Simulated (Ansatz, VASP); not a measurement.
## BAs in VASP and in Ansatz

```xyz
2
Lattice="0.0000 2.4840 2.4840 2.4840 0.0000 2.4840 2.4840 2.4840 0.0000" Properties=species:S:1:pos:R:3 pbc="T T T"
B     0.0000    0.0000    0.0000
As    3.7261    3.7261    3.7261
```

Change from the starting cell: strain +0.040 along x and y, +0.040 along z, atoms carried along.

Alike in both runs: task single point; functional r2SCAN; k mesh 10 × 10 × 10; occupations gaussian, width 0.05 eV; no spin polarisation.

```csv
,VASP,Ansatz
version,VASP 6.6.1,Ansatz 0.2.0
potentials or method,"VASP PAW PBE potentials, release 64 (B, As), cutoff 520 eV","scalar-relativistic, plane waves, PAW"
valence electrons in the cell,8,18
```

|  | VASP | Ansatz | Ansatz less VASP |
| --- | --- | --- | --- |
| gap on the k mesh at the Fermi level (eV) | 1.49 | 1.48 | -0.004 |
| least direct gap on the mesh (eV) | 3.32 | 3.32 | -0.005 |
| pressure (GPa) | -12.6 | -12.6 | -0.06 |

VASP's potentials were made for PBE, not for r2SCAN. VASP's potentials hold 8 valence electrons a cell and Ansatz's 18, so a difference there can come from the potentials and not from the codes.
